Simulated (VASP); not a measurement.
# NiO (Fm-3m) in VASP: a series of runs

NiO is run at these levels: PBE; tasks: single point, relaxation of cell and atoms.

All numbers are computed with VASP 6.6.1; they aren't measurements. Logs are shortened: lines on timing, memory, paths and dates and some standing lists are left out, and cuts for length are marked.

**Experimental background.**

“Local correlations, non-local screening, multiplets, and band formation in NiO”, 2012, arxiv:1210.6675 quotes, for a bulk crystal of NiO: band gap 4.3 eV.

The results are compared with them further down.

## 1. The cell of the first run

It takes space group Fm-3m (No. 225, cubic). Conventional cell: a = 4.183 Å, b = 4.183 Å, c = 4.183 Å, α = 90.00°, β = 90.00°, γ = 90.00°. Within 2.8 Å of Ni (site symmetry m-3m) lie 6 O at 2.09 Å. O (site symmetry m-3m) has 6 Ni at 2.09 Å within 2.8 Å.

## 2. Single point, PBE, collinear spin, ferromagnetic start

File INCAR:

```
SYSTEM = NiO
ALGO = Normal
EDIFF = 1E-6
ENCUT = 520
GGA = PE
ISIF = 2
ISMEAR = 0
ISPIN = 2
LASPH = .True.
LCHARG = .False.
LMAXMIX = 4
LORBIT = 11
LREAL = .False.
LWAVE = .False.
MAGMOM = 2 0
NBANDS = 19
NELM = 150
PREC = Accurate
SIGMA = 0.1
```

File KPOINTS:

```
k-points
0
Gamma
  8 8 8
  0 0 0
```

File POSCAR:

```
NiO
1.0
    0.0000000000      2.0913100200      2.0913100200
    2.0913100200      0.0000000000      2.0913100200
    2.0913100200      2.0913100200      0.0000000000
Ni O
1 1
Direct
    0.0000000000      0.0000000000      0.0000000000
    0.5000000000      0.5000000000      0.5000000000
```

Potentials or basis: VASP PAW PBE potentials, release 64 (Ni, O).

Command:

```bash
$ cat potpaw_PBE.64/Ni/POTCAR potpaw_PBE.64/O/POTCAR > POTCAR
$ mpirun -np 1 vasp_std > vasp.out
```

OUTCAR:

```text
SYSTEM = NiO
   EDIFF = 1E-6
   ENCUT = 520
   GGA = PE
   ISIF = 2
   ISMEAR = 0
   ISPIN = 2
   LASPH = .True.
   LORBIT = 11
   LREAL = .False.
   NELM = 150
   PREC = Accurate

 ion  position               nearest neighbor table
   1  0.000  0.000  0.000-   2 2.09   2 2.09   2 2.09   2 2.09   2 2.09   2 2.09
   2  0.500  0.500  0.500-   1 2.09   1 2.09   1 2.09   1 2.09   1 2.09   1 2.09

  LATTYP: Found a face centered cubic cell.
 ALAT       =     4.1826200400

  Lattice vectors:

 A1 = (   0.0000000000,   2.0913100200,   2.0913100200)
 A2 = (   2.0913100200,   0.0000000000,   2.0913100200)
 A3 = (   2.0913100200,   2.0913100200,   0.0000000000)

Analysis of symmetry for initial positions (statically):
=====================================================================
 Subroutine PRICEL returns:
 Original cell was already a primitive cell.

 Routine SETGRP: Setting up the symmetry group for a
 face centered cubic supercell.

 Subroutine GETGRP returns: Found 48 space group operations
 (whereof 48 operations were pure point group operations)
 out of a pool of 48 trial point group operations.

The static configuration has the point symmetry O_h .

Analysis of symmetry for dynamics (positions and initial velocities):
=====================================================================
 Subroutine PRICEL returns:
 Original cell was already a primitive cell.

 Routine SETGRP: Setting up the symmetry group for a
 face centered cubic supercell.

 Subroutine GETGRP returns: Found 48 space group operations
 (whereof 48 operations were pure point group operations)
 out of a pool of 48 trial point group operations.

The dynamic configuration has the point symmetry O_h .

Analysis of structural, dynamic, and magnetic symmetry:
=====================================================================
 Subroutine PRICEL returns:
 Original cell was already a primitive cell.

 Routine SETGRP: Setting up the symmetry group for a
 face centered cubic supercell.

 Subroutine GETGRP returns: Found 48 space group operations
 (whereof 48 operations were pure point group operations)
 out of a pool of 48 trial point group operations.

The overall configuration has the point symmetry O_h .

 Subroutine INISYM returns: Found 48 space group operations
 (whereof 48 operations are pure point group operations),
 and found     1 'primitive' translations

----------------------------------------------------------------------------------------

                                     Primitive cell

  volume of cell :      18.2930

  direct lattice vectors                    reciprocal lattice vectors
     0.000000000  2.091310020  2.091310020    -0.239084591  0.239084591  0.239084591
     2.091310020  0.000000000  2.091310020     0.239084591 -0.239084591  0.239084591
     2.091310020  2.091310020  0.000000000     0.239084591  0.239084591 -0.239084591

  length of vectors
     2.957558993  2.957558993  2.957558993     0.414106658  0.414106658  0.414106658

  position of ions in fractional coordinates (direct lattice)
     0.000000000  0.000000000  0.000000000
     0.500000000  0.500000000  0.500000000

  ion indices of the primitive-cell ions
   primitive index   ion index
                 1           1
                 2           2

----------------------------------------------------------------------------------------

 KPOINTS: k-points

Automatic generation of k-mesh.
 Grid dimensions read from file:
 generate k-points for:    8    8    8

 Generating k-lattice:

  Cartesian coordinates                     Fractional coordinates (reciprocal lattice)
    -0.029885574  0.029885574  0.029885574     0.125000000  0.000000000  0.000000000
     0.029885574 -0.029885574  0.029885574     0.000000000  0.125000000  0.000000000
     0.029885574  0.029885574 -0.029885574     0.000000000  0.000000000  0.125000000

  Length of vectors
     0.051763332  0.051763332  0.051763332

  Shift w.r.t. Gamma in fractional coordinates (k-lattice)
     0.000000000  0.000000000  0.000000000

 Subroutine IBZKPT returns following result:
 ===========================================

 Found     29 irreducible k-points:

 Following reciprocal coordinates:
            Coordinates               Weight
  0.000000  0.000000  0.000000      1.000000
  0.125000  0.000000  0.000000      8.000000
  0.250000  0.000000  0.000000      8.000000
  0.375000  0.000000  0.000000      8.000000
  0.500000  0.000000  0.000000      4.000000
  0.125000  0.125000  0.000000      6.000000
[... 16 lines left out ...]
  0.500000  0.250000  0.125000     48.000000
 -0.375000  0.250000  0.125000     24.000000
 [... further k-points ...]
   k-points           NKPTS =     29   k-points in BZ     NKDIM =     29   number of bands    NBANDS=     19
   number of dos      NEDOS =    301   number of ions     NIONS =      2
   total plane-waves  NPLWV =  13824
   dimension x,y,z NGX =    24 NGY =   24 NGZ =   24
   dimension x,y,z NGXF=    48 NGYF=   48 NGZF=   48
   ions per type =               1   1
   NGX,Y,Z   is equivalent  to a cutoff of  13.49, 13.49, 13.49 a.u.
   NGXF,Y,Z  is equivalent  to a cutoff of  26.98, 26.98, 26.98 a.u.
 SYSTEM =  NiO
   PREC   = accura    normal or accurate (medium, high low for compatibility)
   ISTART =      0    job   : 0-new  1-cont  2-samecut
   ICHARG =      2    charge: 1-file 2-atom 10-const
   ISPIN  =      2    spin polarized calculation?
   LNONCOLLINEAR =      F non collinear calculations
   LSORBIT =      F    spin-orbit coupling
   LASPH  =      T    aspherical Exc in radial PAW
   ENCUT  =  520.0 eV  38.22 Ry    6.18 a.u.   5.50  5.50  5.50*2*pi/ulx,y,z
   NELM   =    150;   NELMIN=  2; NELMDL= -5     # of ELM steps
   EDIFF  = 0.1E-05   stopping-criterion for ELM
   LREAL  =      F    real-space projection
   EDIFFG = 0.1E-04   stopping-criterion for IOM
   NSW    =      0    number of steps for IOM
   IBRION =     -1    ionic relax: 0-MD 1-quasi-New 2-CG
   NFREE  =      0    steps in history (QN), initial steepest desc. (CG)
   ISIF   =      2    stress and relaxation
   ISYM   =      2    0-nonsym 1-usesym 2-fastsym
   POTIM  = 0.5000    time-step for ionic-motion
   TEBEG  =    0.0;   TEEND  =   0.0 temperature during run
   PSTRESS=    0.0 pullay stress
   NELECT =      16.0000    total number of electrons
   NUPDOWN=      -1.0000    fix difference up-down
   EMIN   =  10.00;   EMAX   =-10.00  energy-range for DOS
   EFERMI =   0.00;   METHOD = LEGACY
   ISMEAR =     0;   SIGMA  =   0.10  broadening in eV -4-tet -1-fermi 0-gaus
   EFERMI_NEDOS =   21; number of points for ismear=-14 and -15
   IALGO  =     38    algorithm
   IMIX   =      4    mixing-type and parameters
     AMIX     =   0.40;   BMIX     =  1.00
     AMIX_MAG =   1.60;   BMIX_MAG =  1.00
  volume/ion in A,a.u.               =       9.15        61.72
  Fermi-wavevector in a.u.,A,eV,Ry     =   1.565620  2.958593 33.350145  2.451167
  Thomas-Fermi vector in A             =   2.668069
   LORBIT       =     11    0 simple, 1 ext, 2 COOP (PROOUT), +10 PAW based schemes
   GGA     = PE    functional components
   LHFCALC =     F    Hartree Fock is set to
   AEXX    =    0.0000 exact exchange contribution
   IVDW    =     0    specifies the selected vdW correction
   LEPSILON=     F    determine dielectric tensor
   LRPA    =     F    only Hartree local field effects (RPA)
 spin polarized calculation
 Gauss-broadening in eV      SIGMA  =   0.10
  energy-cutoff  :      520.00
  volume of cell :       18.29
 maximum number of plane-waves:       531
 NGX is ok and might be reduce to    24
   NGX = 11   NGY = 11   NGZ = 11

 number of electron      16.0000005 magnetization       1.8096074

 Free energy of the ion-electron system (eV)
  ---------------------------------------------------
  ext. energy  EPLUGINS =         0.00000000
  ---------------------------------------------------
  free energy    TOTEN  =       -11.47579543 eV

  energy without entropy =      -11.47155421  energy(sigma->0) =      -11.47367482

 E-fermi :   7.8535     XC(G=0): -12.6539

 val. band max:        7.8036917835   @ k =   0.3750   0.0000   0.0000
 cond. band min:       7.8874525331   @ k =   0.3750   0.2500   0.1250
 fundamental gap:      0.0837607497
 Fermi energy:         7.8535131435

 spin component 1

 k-point     1 :       0.0000    0.0000    0.0000
  band No.  band energies     occupation
      1     -12.4841      1.00000
      2       4.6456      1.00000
      3       4.6457      1.00000
      4       4.8684      1.00000
      5       4.8684      1.00000
      6       4.8684      1.00000
[... 11 lines left out ...]
     18      33.6909      0.00000
     19      33.6909      0.00000

 k-point     2 :       0.1250    0.0000    0.0000
  band No.  band energies     occupation
      1     -12.3108      1.00000
      2       3.5520      1.00000
      3       3.6467      1.00000
      4       3.6467      1.00000
      5       5.1894      1.00000
      6       5.1894      1.00000
[... 11 lines left out ...]
     18      35.9157      0.00000
     19      35.9157      0.00000

 k-point     3 :       0.2500    0.0000    0.0000
  band No.  band energies     occupation
      1     -11.8598      1.00000
      2       1.6974      1.00000
      3       2.7338      1.00000
      4       2.7338      1.00000
      5       5.4490      1.00000
      6       5.4491      1.00000
[... 434 lines left out ...]
      1     -11.2009      1.00000
      2       0.5675      1.00000
      3       2.0688      1.00000
      4       2.3669      1.00000
      5       5.4087      1.00000
      6       5.7059      1.00000
[... 11 lines left out ...]
     18      38.5444      0.00000
     19      39.4229      0.00000

 k-point    24 :      -0.3750    0.2500    0.1250
  band No.  band energies     occupation
      1     -11.0373      1.00000
      2       0.3905      1.00000
      3       1.8399      1.00000
      4       2.0857      1.00000
      5       5.5636      1.00000
      6       5.8625      1.00000
[... 11 lines left out ...]
     18      38.3171      0.00000
     19      39.0581      0.00000

 [... further k-points ...]

 spin component 2

 k-point     1 :       0.0000    0.0000    0.0000
  band No.  band energies     occupation
      1     -12.0203      1.00000
      2       5.4065      1.00000
      3       5.4065      1.00000
      4       5.4065      1.00000
      5       5.9874      1.00000
      6       5.9877      1.00000
[... 11 lines left out ...]
     18      34.3077      0.00000
     19      34.3080      0.00000

 k-point     2 :       0.1250    0.0000    0.0000
  band No.  band energies     occupation
      1     -11.8415      1.00000
      2       4.0783      1.00000
      3       4.7573      1.00000
      4       4.7574      1.00000
      5       6.1824      1.00000
      6       6.1825      1.00000
[... 11 lines left out ...]
     18      36.5154      0.00000
     19      36.5155      0.00000

 k-point     3 :       0.2500    0.0000    0.0000
  band No.  band energies     occupation
      1     -11.3750      1.00000
      2       2.1534      1.00000
      3       3.8912      1.00000
      4       3.8914      1.00000
      5       6.4724      1.00000
      6       6.4726      1.00000
[... 434 lines left out ...]
      1     -10.6789      1.00000
      2       1.0537      1.00000
      3       2.8909      1.00000
      4       3.3066      1.00000
      5       6.4328      1.00000
      6       6.9819      1.00000
[... 11 lines left out ...]
     18      38.8822      0.00000
     19      39.9625      0.00000

 k-point    24 :      -0.3750    0.2500    0.1250
  band No.  band energies     occupation
      1     -10.5053      1.00000
      2       0.7958      1.00000
      3       2.6152      1.00000
      4       3.1698      1.00000
      5       6.7488      1.00000
      6       6.7979      1.00000
[... 11 lines left out ...]
     18      38.7723      0.00000
     19      39.5351      0.00000

 [... further k-points ...]

------------------------ aborting loop because EDIFF is reached ----------------------------------------

  FORCE on cell =-STRESS in cart. coord.  units (eV):
  Direction    XX          YY          ZZ          XY          YZ          ZX
  --------------------------------------------------------------------------------------
  -------------------------------------------------------------------------------------
  Total        0.5582023      0.5582023      0.5582023     -0.0000000      0.0000000      0.0000000
  in kB       48.8896552     48.8896552     48.8896552     -0.0000000      0.0000000      0.0000000
  external PRESSURE =      48.8896552 kB  Pullay stress =       0.0000000 kB

 VOLUME and BASIS-vectors are now :
 -----------------------------------------------------------------------------
  energy-cutoff  :      520.00
  volume of cell :       18.29
      direct lattice vectors                 reciprocal lattice vectors
     0.000000000  2.091310020  2.091310020    -0.239084591  0.239084591  0.239084591
     2.091310020  0.000000000  2.091310020     0.239084591 -0.239084591  0.239084591
     2.091310020  2.091310020  0.000000000     0.239084591  0.239084591 -0.239084591

 POSITION                                       TOTAL-FORCE (eV/Angst)
 -----------------------------------------------------------------------------------
      0.00000      0.00000      0.00000        -0.000000     -0.000000      0.000000
      2.09131      2.09131      2.09131         0.000000      0.000000     -0.000000
 -----------------------------------------------------------------------------------
    total drift:                                0.000000     -0.000000     -0.000000

  FREE ENERGIE OF THE ION-ELECTRON SYSTEM (eV)
  ---------------------------------------------------
  free  energy   TOTEN  =       -11.4757954347 eV

  energy  without entropy=      -11.4715542108  energy(sigma->0) =      -11.47367482

 total charge

# of ion       s       p       d       tot
------------------------------------------
    1        0.332   0.403   8.238   8.972
    2        1.556   3.425   0.000   4.981
--------------------------------------------------
tot          1.888   3.827   8.238  13.953

 magnetization (x)

# of ion       s       p       d       tot
------------------------------------------
    1        0.011   0.015   1.453   1.480
    2        0.028   0.256   0.000   0.284
--------------------------------------------------
tot          0.039   0.272   1.453   1.764
```

Run time: 42 s. Hardware: 1 thread of Intel Xeon 8259CL, shared host; peak memory 0.16 GiB.

Results:

```
Free energy                                           : -11.4758 eV
Pressure                                              : 4.9 GPa
Net moment                                            : 1.81 μB per cell
Site moments                                          : Ni +1.48; O +0.28 μB
Valence electrons inside the program's atomic spheres : Ni 8.97; O 4.98
```

Caveat: the cell stands under pressure; a cell with one magnetic atom can't hold antiferromagnetic order, which such compounds often take; semilocal functionals often make such compounds metallic where correlation or magnetic order opens a gap, which also shifts bond lengths. With open d or f shells a metallic result of PBE can be an artefact of self-interaction; +U or a hybrid may open a gap.

## 3. Single point, PBE, collinear spin, ferromagnetic start

This run uses another cell than the first one, of 9.38 Å³/atom.

File INCAR:

```
SYSTEM = NiO
  PREC = Accurate
  ENCUT = 520
  EDIFF = 1E-6
  ISMEAR = 0
  SIGMA = 0.1
  LREAL = .False.
  LASPH = .True.
  NELM = 150
  ALGO = Normal
  ISIF = 2
  LWAVE = .False.
  LCHARG = .False.
  ISPIN = 2
  MAGMOM = 2 0
  LORBIT = 11
  LMAXMIX = 4
  GGA = PE
  NBANDS = 19
```

File KPOINTS:

```
regular mesh
0
Gamma
  8 8 8
  0 0 0
```

File POSCAR:

```
NiO
1.0
    0.0000000000      2.1089117759      2.1089117759
    2.1089117759      0.0000000000      2.1089117759
    2.1089117759      2.1089117759      0.0000000000
Ni O
1 1
Direct
    0.0000000000      0.0000000000      0.0000000000
    0.5000000000      0.5000000000      0.5000000000
```

Potentials or basis: VASP PAW PBE potentials, release 64 (Ni, O).

Command:

```bash
$ cat potpaw_PBE.64/Ni/POTCAR potpaw_PBE.64/O/POTCAR > POTCAR
$ mpirun -np 1 vasp_std > vasp.out
```

Run time: 46 s. Hardware: 1 thread of Intel Xeon 8259CL, shared host; peak memory 0.16 GiB.

Results (log left out):

```yaml
Free_energy: -11.4834 eV
Pressure: 0.0 GPa
Net_moment: 1.84 μB per cell
Site_moments: Ni +1.50; O +0.29 μB
Valence_electrons_inside_the_program's_atomic_spheres: Ni 8.93; O 4.97
```

Levels at points of the mesh, in eV from the Fermi level:
Spin up:
```csv
k point,band 5,band 6,band 7,band 8,band 9,band 10,band 11,band 12,band 13,band 14
"(0.00, 0.00, 0.00)",-2.87,-2.87,-2.65,-2.65,-2.65,1.37,17.76,18.69,18.69,18.69
"(0.50, 0.00, 0.00)",-2.00,-2.00,-1.47,0.18,0.18,5.53,9.68,13.80,13.80,20.90
"(0.50, 0.50, 0.00)",-3.46,-2.87,-2.37,-1.70,-1.70,5.92,10.38,12.08,16.25,16.25
```
Spin down:
| k point | band 5 | band 6 | band 7 | band 8 | band 9 | band 10 |
| --- | --- | --- | --- | --- | --- | --- |
| (0.00, 0.00, 0.00) | -1.80 | -1.80 | -1.80 | -0.53 | -0.53 | 1.73 |
| (0.50, 0.00, 0.00) | -0.95 | -0.95 | -0.59 | 2.19 | 2.19 | 5.70 |
| (0.50, 0.50, 0.00) | -2.72 | -0.77 | -0.77 | -0.13 | 0.36 | 6.39 |

Caveat: a cell with one magnetic atom can't hold antiferromagnetic order, which such compounds often take; semilocal functionals often make such compounds metallic where correlation or magnetic order opens a gap, which also shifts bond lengths.

[end of part 1 of 2]
